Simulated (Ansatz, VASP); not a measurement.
AlN: VASP beside Ansatz

```
CELL_PARAMETERS angstrom
0.00000 2.22683 2.22683
2.22683 0.00000 2.22683
2.22683 2.22683 0.00000
ATOMIC_POSITIONS crystal
Al 0.00000 0.00000 0.00000
N 0.25000 0.25000 0.25000
```

Alike in both runs: task single point; functional PBE; dispersion D4; k mesh 10 × 10 × 10; occupations fermi-dirac, width 0.05 eV; no spin polarisation.

|  | VASP | Ansatz |
| --- | --- | --- |
| version | VASP 6.6.1 | Ansatz 0.2.0 |
| potentials or method | VASP PAW PBE potentials, release 64 (Al, N) | Ansatz PAW |
| plane-wave cutoff (eV) | 600 | 420 |
| valence electrons in the cell | 8 | 8 |

Ansatz gave:

| Quantity | Value |
| --- | --- |
| gap on the k mesh at the Fermi level (eV) | 3.29 |
| least direct gap on the mesh (eV) | 3.68 |
| pressure (GPa) | -10.3 |

Question: Estimate VASP's values.

Answer: gap on the k mesh at the Fermi level (eV): 3.29; least direct gap on the mesh (eV): 3.69; pressure (GPa): -10.7.
